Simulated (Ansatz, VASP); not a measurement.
## One calculation of Os, two programs

Contents of INCAR:

```
  PREC = Accurate
  ENCUT = 520
  EDIFF = 1E-6
  ISMEAR = 0
  SIGMA = 0.15
  LREAL = F
  LASPH = T
  NELM = 100
  ALGO = Normal
  ISIF = 2
  LWAVE = F
  LCHARG = F
  GGA = PS
  NBANDS = 10
```

The input KPOINTS:

```
Automatic mesh
0
Gamma
  20 20 20
```

The input POSCAR:

```
Os
1.0
    0.0000000000      1.8866500000      1.9741750000
    1.8866500000      0.0000000000      1.9741750000
    1.8866500000      1.8866500000      0.0000000000
Os
1
Direct
    0.0000000000      0.0000000000      0.0000000000
```

Input for Ansatz:

```yaml
crystal:
  lattice:
    - [0.0, 1.88665, 1.974175]
    - [1.88665, 0.0, 1.974175]
    - [1.88665, 1.88665, 0.0]
  atoms:
    - { symbol: Os, position: [0.0, 0.0, 0.0] }
basis:
  ecutwfc: 420
kpoints:
  mp_grid: { grid: [20, 20, 20] }
hamiltonian:
  xc: pbesol
scf:
  occupations: { method: gaussian, width: 0.15 }
output:
  forces: true
  stress: true
  eigenvalues: true
```

Change from the starting cell: strain -0.030 along x and y, +0.015 along z, atoms carried along.

Alike in both runs: task single point; functional PBEsol; k mesh 20 × 20 × 20; occupations gaussian, width 0.15 eV; no spin polarisation.

|  | VASP | Ansatz |
| --- | --- | --- |
| version | VASP 6.6.1 | Ansatz 0.2.0 |
| potentials or method | VASP PAW PBE potentials, release 64 (Os), cutoff 520 eV | scalar-relativistic, plane waves, PAW |
| valence electrons in the cell | 8 | 16 |

|  | VASP | Ansatz | Ansatz less VASP |
| --- | --- | --- | --- |
| gap on the k mesh at the Fermi level (eV) | none | none | - |
| pressure (GPa) | -2.4 | -2.8 | -0.44 |
| traceless stress, the component that is largest in VASP (GPa) | -10.87 | -10.92 | -0.046 |

VASP's potentials were made for PBE, not for PBEsol. A gap of «none» marks a metal or a gap that the smearing closes. VASP's potentials hold 8 valence electrons a cell and Ansatz's 16, so a difference there can come from the potentials and not from the codes.

Neither program's run includes spin-orbit coupling.
